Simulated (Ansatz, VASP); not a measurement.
Re2Os in VASP and in Ansatz

```
Re Os
1.0
     3.48000    0.00000    0.00000
    -1.74000    3.01377    0.00000
     0.00000    0.00000    3.75747
Re Os
2 1
Direct
  0.33333 0.66667 0.50000
  0.66667 0.33333 0.50000
  0.00000 0.00000 0.00000
```

Alike in both runs: task relaxation of cell and atoms; functional PBE; k mesh 6 × 6 × 4; occupations gaussian, width 0.1 eV; no spin polarisation.

|  | VASP | Ansatz |
| --- | --- | --- |
| version | VASP 6.6.1 | Ansatz 0.2.0 |
| potentials or method | VASP PAW PBE potentials, release 64 (Re, Os), cutoff 600 eV | scalar-relativistic, plane waves, PAW |
| valence electrons in the cell | 22 | 46 |

```tsv
	VASP	Ansatz	Ansatz less VASP
gap on the k mesh at the Fermi level, each at its own relaxed structure (eV)	none	none	-
relaxed volume (Å³/atom)	15.02	15.03	+0.014
relaxed length of the cell vector where the two differ most in proportion (Å)	2.739	2.734	-0.0056
```

A gap of «none» marks a metal or a gap that the smearing closes. VASP's potentials hold 22 valence electrons a cell and Ansatz's 46, so a difference there can come from the potentials and not from the codes.

The k mesh is coarse, so the values compare programs but aren't converged. Neither program's run includes spin-orbit coupling.
